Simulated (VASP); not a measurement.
Wanted: the native input for a VASP 6.6.1 run.

* Task: relaxation of cell and atoms
* Functional: PBE
* Potentials or basis: VASP PAW PBE potentials, release 64 (Cr_pv)
* Cutoff: 600 eV
* k mesh: 18 × 18 × 18
* Occupations: gaussian, width 0.1 eV
* Spin: no spin polarisation
* Dipole correction: no
* Further INCAR settings: ALGO = Fast; EDIFF = 1e-06; IBRION = 2; EDIFFG = -0.01; NSW = 100; ISIF = 3

The structure of Cr lies in POSCAR:

```
Cr
1.0
    0.0000000000      2.5469361536      2.5469361536
    2.5469361536      0.0000000000      2.5469361536
    2.5469361536      2.5469361536      0.0000000000
Cr
2
Direct
    0.0000000000      0.0000000000      0.0000000000
    0.2500000000      0.2500000000      0.2500000000
```

The input as run:

INCAR

```
PREC = Accurate ; ENCUT = 600
EDIFF = 1E-6 ; ISMEAR = 0
SIGMA = 0.1 ; LREAL = F
LASPH = T ; NELM = 100
ALGO = Fast ; ISIF = 3
LWAVE = F ; LCHARG = F
GGA = PE ; IBRION = 2
NSW = 100 ; EDIFFG = -0.01
```

KPOINTS

```
Automatic mesh
0
Gamma
  18 18 18
```

Potentials or basis: VASP PAW PBE potentials, release 64 (Cr_pv).

Command:

```console
$ cat potpaw_PBE.64/Cr_pv/POTCAR > POTCAR
$ mpirun -np 1 vasp_std > vasp.out
```

Results of the run:

```
Relaxed volume                         : 16.56 Å³/atom
Relaxed cell                           : a = 3.605 Å, b = 3.605 Å, c = 3.605 Å, α = 60.00°, β = 60.00°, γ = 60.00°
Space group after relaxing (to 0.05 Å) : Fd-3m (No. 227)
Energy gained by relaxing              : 0.0 meV/atom
Ionic steps                            : 4
Pressure after relaxing                : 0.0 GPa
Band gap on the k mesh                 : zero (band 12 reaches 6.57 eV, above the bottom of band 13 at 6.00 eV)
```

Caveat: the run has no spin polarisation, though such a crystal can be magnetic.

Wall time 4.1 min on 1 thread of Intel(R) Xeon(R) Platinum 8488C (Sapphire Rapids) (shared host), peak memory 0.25 GiB.
